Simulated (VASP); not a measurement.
# Sn (I4_1/amd) in VASP: notebook, part 2 of 2

VASP 6.6.1. The steps go on from the part before.

## (6) Single point, r2SCAN

This run uses another cell than the first one, of 28.76 Å³/atom.

Contents of POSCAR:

```
Sn
1.0
   -2.9788309508      2.9788309508      1.6203478496
    2.9788309508     -2.9788309508      1.6203478496
    2.9788309508      2.9788309508     -1.6203478496
Sn
2
Direct
    0.0000000000      0.0000000000      0.0000000000
    0.7500000000      0.2500000000      0.5000000000
```

Contents of INCAR.step1:

```
SYSTEM = Sn
ALGO = Normal ; EDIFF = 1E-4
ENCUT = 520 ; GGA = PE
ISMEAR = -1 ; LASPH = .TRUE.
LCHARG = .FALSE. ; LREAL = .FALSE.
LWAVE = .TRUE. ; NBANDS = 21
NELM = 100 ; PREC = Accurate
SIGMA = 0.05
```

Contents of INCAR.step2:

```
SYSTEM = Sn
ALGO = Normal ; EDIFF = 1E-6
ENCUT = 520 ; ISIF = 2
ISMEAR = -1 ; ISTART = 1
LASPH = .TRUE. ; LCHARG = .FALSE.
LMIXTAU = .TRUE. ; LREAL = .FALSE.
LWAVE = .FALSE. ; METAGGA = R2SCAN
NBANDS = 21 ; NELM = 100
PREC = Accurate ; SIGMA = 0.05
```

Contents of KPOINTS:

```
k-points
0
G
  9 9 9
  0 0 0
```

Potentials or basis: VASP PAW PBE potentials, release 64 (Sn_d).

Launch:

```
cat potpaw_PBE.64/Sn_d/POTCAR > POTCAR
cp INCAR.step1 INCAR
mpirun -np 1 vasp_std > vasp.out
cp INCAR.step2 INCAR
mpirun -np 1 vasp_std > vasp.out
```

OUTCAR:

```text
SYSTEM = Sn
   EDIFF = 1E-6
   ENCUT = 520
   ISIF = 2
   ISMEAR = -1
   ISTART = 1
   LASPH = .TRUE.
   LREAL = .FALSE.
   METAGGA = R2SCAN
   NELM = 100
   PREC = Accurate

 ion  position               nearest neighbor table
   1  0.000  0.000  0.000-   2 3.09   2 3.09   2 3.09   2 3.09
   2  0.750  0.250  0.500-   1 3.09   1 3.09   1 3.09   1 3.09

  LATTYP: Found a body centered tetragonal cell.
 ALAT       =     5.9576619016
 C/A-ratio  =     0.5439542815

  Lattice vectors:

 A1 = (  -2.9788309508,   2.9788309508,   1.6203478496)
 A2 = (   2.9788309508,  -2.9788309508,   1.6203478496)
 A3 = (   2.9788309508,   2.9788309508,  -1.6203478496)

Analysis of symmetry for initial positions (statically):
=====================================================================
 Subroutine PRICEL returns:
 Original cell was already a primitive cell.

 Routine SETGRP: Setting up the symmetry group for a
 body centered tetragonal supercell.

 Subroutine GETGRP returns: Found 16 space group operations
 (whereof  8 operations were pure point group operations)
 out of a pool of 16 trial point group operations.

The static configuration has the point symmetry D_2d.
 The point group associated with its full space group is D_4h.

Analysis of symmetry for dynamics (positions and initial velocities):
=====================================================================
 Subroutine PRICEL returns:
 Original cell was already a primitive cell.

 Routine SETGRP: Setting up the symmetry group for a
 body centered tetragonal supercell.

 Subroutine GETGRP returns: Found 16 space group operations
 (whereof  8 operations were pure point group operations)
 out of a pool of 16 trial point group operations.

The dynamic configuration has the point symmetry D_2d.
 The point group associated with its full space group is D_4h.

 Subroutine INISYM returns: Found 16 space group operations
 (whereof  8 operations are pure point group operations),
 and found     1 'primitive' translations

----------------------------------------------------------------------------------------

                                     Primitive cell

  volume of cell :      57.5122

  direct lattice vectors                    reciprocal lattice vectors
    -2.978830951  2.978830951  1.620347850     0.000000000  0.167851083  0.308575717
     2.978830951 -2.978830951  1.620347850     0.167851083  0.000000000  0.308575717
     2.978830951  2.978830951 -1.620347850     0.167851083  0.167851083  0.000000000

  length of vectors
     4.513578937  4.513578937  4.513578937     0.351273340  0.351273340  0.237377277

  position of ions in fractional coordinates (direct lattice)
     0.000000000  0.000000000  0.000000000
     0.750000000  0.250000000  0.500000000

  ion indices of the primitive-cell ions
   primitive index   ion index
                 1           1
                 2           2

----------------------------------------------------------------------------------------

 KPOINTS: k-points

Automatic generation of k-mesh.
 Grid dimensions read from file:
 generate k-points for:    9    9    9

 Generating k-lattice:

  Cartesian coordinates                     Fractional coordinates (reciprocal lattice)
     0.000000000  0.018650120  0.034286191     0.111111111  0.000000000 -0.000000000
     0.018650120  0.000000000  0.034286191     0.000000000  0.111111111 -0.000000000
     0.018650120  0.018650120  0.000000000     0.000000000  0.000000000  0.111111111

  Length of vectors
     0.039030371  0.039030371  0.026375253

  Shift w.r.t. Gamma in fractional coordinates (k-lattice)
     0.000000000  0.000000000  0.000000000

 Subroutine IBZKPT returns following result:
 ===========================================

 Found     75 irreducible k-points:

 Following reciprocal coordinates:
            Coordinates               Weight
  0.000000  0.000000  0.000000      1.000000
  0.111111  0.000000  0.000000      8.000000
  0.222222  0.000000  0.000000      8.000000
  0.333333  0.000000 -0.000000      8.000000
  0.444444  0.000000  0.000000      8.000000
  0.111111  0.111111  0.000000      8.000000
[... 16 lines left out ...]
 -0.333333  0.333333  0.000000      4.000000
  0.444444  0.444444 -0.000000      8.000000
 [... further k-points ...]
   k-points           NKPTS =     75   k-points in BZ     NKDIM =     75   number of bands    NBANDS=     21
   number of dos      NEDOS =    301   number of ions     NIONS =      2
   total plane-waves  NPLWV =  46656
   dimension x,y,z NGX =    36 NGY =   36 NGZ =   36
   dimension x,y,z NGXF=    72 NGYF=   72 NGZF=   72
   ions per type =               2
   NGX,Y,Z   is equivalent  to a cutoff of  13.26, 13.26, 13.26 a.u.
   NGXF,Y,Z  is equivalent  to a cutoff of  26.52, 26.52, 26.52 a.u.
 SYSTEM =  Sn
   PREC   = accura    normal or accurate (medium, high low for compatibility)
   ISTART =      1    job   : 0-new  1-cont  2-samecut
   ICHARG =      0    charge: 1-file 2-atom 10-const
   ISPIN  =      1    spin polarized calculation?
   LNONCOLLINEAR =      F non collinear calculations
   LSORBIT =      F    spin-orbit coupling
   LASPH  =      T    aspherical Exc in radial PAW
   ENCUT  =  520.0 eV  38.22 Ry    6.18 a.u.   8.39  8.39  8.39*2*pi/ulx,y,z
   NELM   =    100;   NELMIN=  2; NELMDL=  0     # of ELM steps
   EDIFF  = 0.1E-05   stopping-criterion for ELM
   LREAL  =      F    real-space projection
   EDIFFG = 0.1E-04   stopping-criterion for IOM
   NSW    =      0    number of steps for IOM
   IBRION =     -1    ionic relax: 0-MD 1-quasi-New 2-CG
   NFREE  =      0    steps in history (QN), initial steepest desc. (CG)
   ISIF   =      2    stress and relaxation
   ISYM   =      2    0-nonsym 1-usesym 2-fastsym
   POTIM  = 0.5000    time-step for ionic-motion
   TEBEG  =    0.0;   TEEND  =   0.0 temperature during run
   PSTRESS=    0.0 pullay stress
   NELECT =      28.0000    total number of electrons
   NUPDOWN=      -1.0000    fix difference up-down
   EMIN   =  10.00;   EMAX   =-10.00  energy-range for DOS
   EFERMI =   0.00;   METHOD = LEGACY
   ISMEAR =    -1;   SIGMA  =   0.05  broadening in eV -4-tet -1-fermi 0-gaus
   EFERMI_NEDOS =   21; number of points for ismear=-14 and -15
   IALGO  =     38    algorithm
   IMIX   =      4    mixing-type and parameters
     AMIX     =   0.40;   BMIX     =  1.00
     AMIX_MAG =   1.60;   BMIX_MAG =  1.00
  volume/ion in A,a.u.               =      28.76       194.06
  Fermi-wavevector in a.u.,A,eV,Ry     =   1.287876  2.433734 22.566972  1.658626
  Thomas-Fermi vector in A             =   2.419864
   LORBIT       =      0    0 simple, 1 ext, 2 COOP (PROOUT), +10 PAW based schemes
   METAGGA = R2SCAN    functional components
   LHFCALC =     F    Hartree Fock is set to
   AEXX    =    0.0000 exact exchange contribution
   IVDW    =     0    specifies the selected vdW correction
   LEPSILON=     F    determine dielectric tensor
   LRPA    =     F    only Hartree local field effects (RPA)
 non-spin polarized calculation
  energy-cutoff  :      520.00
  volume of cell :       57.51
 maximum number of plane-waves:      1570
 NGX is ok and might be reduce to    36
   NGX = 17   NGY = 17   NGZ = 17

 number of electron      27.9999995 magnetization

 Free energy of the ion-electron system (eV)
  ---------------------------------------------------
  ext. energy  EPLUGINS =         0.00000000
  ---------------------------------------------------
  free energy    TOTEN  =       -49.22586438 eV

  energy without entropy =      -49.21859804  energy(sigma->0) =      -49.22223121

 E-fermi :   7.2196     XC(G=0): -10.8255

 val. band max:        7.2115234264   @ k =  -0.2222  -0.2222   0.1111
 cond. band min:       7.2487940437   @ k =  -0.4444   0.4444   0.0000
 fundamental gap:      0.0372706173
 Fermi energy:         7.2196272624

 k-point     1 :       0.0000    0.0000    0.0000
  band No.  band energies     occupation
      1     -15.0630      2.00000
      2     -14.9910      2.00000
      3     -14.9408      2.00000
      4     -14.9406      2.00000
      5     -14.8002      2.00000
      6     -14.8002      2.00000
[... 13 lines left out ...]
     20      17.2407      0.00000
     21      17.9079      0.00000

 k-point     2 :       0.1111    0.0000    0.0000
  band No.  band energies     occupation
      1     -15.0560      2.00000
      2     -14.9686      2.00000
      3     -14.9328      2.00000
      4     -14.9151      2.00000
      5     -14.8149      2.00000
      6     -14.8114      2.00000
[... 520 lines left out ...]
 k-point    24 :       0.4444    0.4444   -0.0000
  band No.  band energies     occupation
      1     -14.9737      2.00000
      2     -14.9729      2.00000
      3     -14.9159      2.00000
      4     -14.9138      2.00000
      5     -14.8237      2.00000
      6     -14.8173      2.00000
[... 13 lines left out ...]
     20      18.2753      0.00000
     21      18.7849      0.00000

 [... further k-points ...]
[... 5 lines left out ...]
  --------------------------------------------------------------------------------------
  -------------------------------------------------------------------------------------
  Total       -0.7052533     -0.7052533     -0.7780211      0.0000000     -0.0000000      0.0000000
  in kB      -19.6469780    -19.6469780    -21.6741451      0.0000000     -0.0000000      0.0000000
  external PRESSURE =     -20.3227004 kB  Pullay stress =       0.0000000 kB

 VOLUME and BASIS-vectors are now :
 -----------------------------------------------------------------------------
  energy-cutoff  :      520.00
  volume of cell :       57.51
      direct lattice vectors                 reciprocal lattice vectors
    -2.978830951  2.978830951  1.620347850     0.000000000  0.167851083  0.308575717
     2.978830951 -2.978830951  1.620347850     0.167851083  0.000000000  0.308575717
     2.978830951  2.978830951 -1.620347850     0.167851083  0.167851083  0.000000000

 POSITION                                       TOTAL-FORCE (eV/Angst)
 -----------------------------------------------------------------------------------
      0.00000      0.00000      0.00000        -0.000000     -0.000000      0.000000
     -0.00000      2.97883      0.81017         0.000000      0.000000     -0.000000
 -----------------------------------------------------------------------------------
    total drift:                               -0.000000      0.000000     -0.000000

  FREE ENERGIE OF THE ION-ELECTRON SYSTEM (eV)
  ---------------------------------------------------
  free  energy   TOTEN  =       -49.2258643756 eV

  energy  without entropy=      -49.2185980434  energy(sigma->0) =      -49.22223121
```

It took 5.6 min on 1 thread of Intel Xeon Platinum 8259CL at 2.50GHz (Skylake/Cascade Lake), shared host; peak memory 0.25 GiB.

What came out:

| Property | Result |
| --- | --- |
| Free energy | -49.2259 eV |
| Pressure | -2.0 GPa |
| Band gap on the k mesh | zero (bands 14 and 15 overlap by 3.97 eV) |

Stress tensor (GPa, compression positive):
```
-1.96  0.00  0.00
 0.00 -1.96  0.00
 0.00  0.00 -2.17
```

Caveat: the PAW data sets were made with another functional, which shifts forces and pressure a little; spin-orbit coupling is left out, which moves the levels of the heavy elements.

## (7) The runs side by side

| level | cell | k mesh | cutoff (eV) | smearing | gap on the mesh (eV) | pressure (GPa) |
| --- | --- | --- | --- | --- | --- | --- |
| PBE | a = 4.395 Å, angles 97.4, 97.4, 137.9°, 2 atoms | 9 × 9 × 9 | 520 | fermi-dirac 0.05 eV | none | 3.8 |
| PBE | a = 4.455 Å, angles 97.4, 97.4, 137.9°, 2 atoms | 5 × 5 × 5 | 500 | fermi-dirac 0.02 eV | none | 1.7 |
| r2SCAN | a = 4.364 Å, angles 97.4, 97.4, 137.9°, 2 atoms | 9 × 9 × 9 | 520 | fermi-dirac 0.05 eV | none | 3.7 |
| r2SCAN | a = 4.425 Å, angles 97.4, 97.4, 137.9°, 2 atoms | 9 × 9 × 9 | 520 | fermi-dirac 0.05 eV | none | 1.0 |
| r2SCAN | a = 4.514 Å, angles 97.4, 97.4, 137.9°, 2 atoms | 9 × 9 × 9 | 520 | fermi-dirac 0.05 eV | none | -2.0 |

Alike in all rows: task single point; potentials or basis VASP PAW PBE potentials, release 64 (Sn_d); no spin polarisation.

Caveats: some runs use coarse meshes; spin-orbit coupling is left out, which moves the levels of the heavy elements; the PAW data sets were made with another functional, which shifts forces and pressure a little (at least some runs); the cell stands under pressure (at least some runs).

Absolute energies hang on the potentials; compare differences alone.

The gap in the log of VASP goes by the Fermi energy; the results here count the filled bands.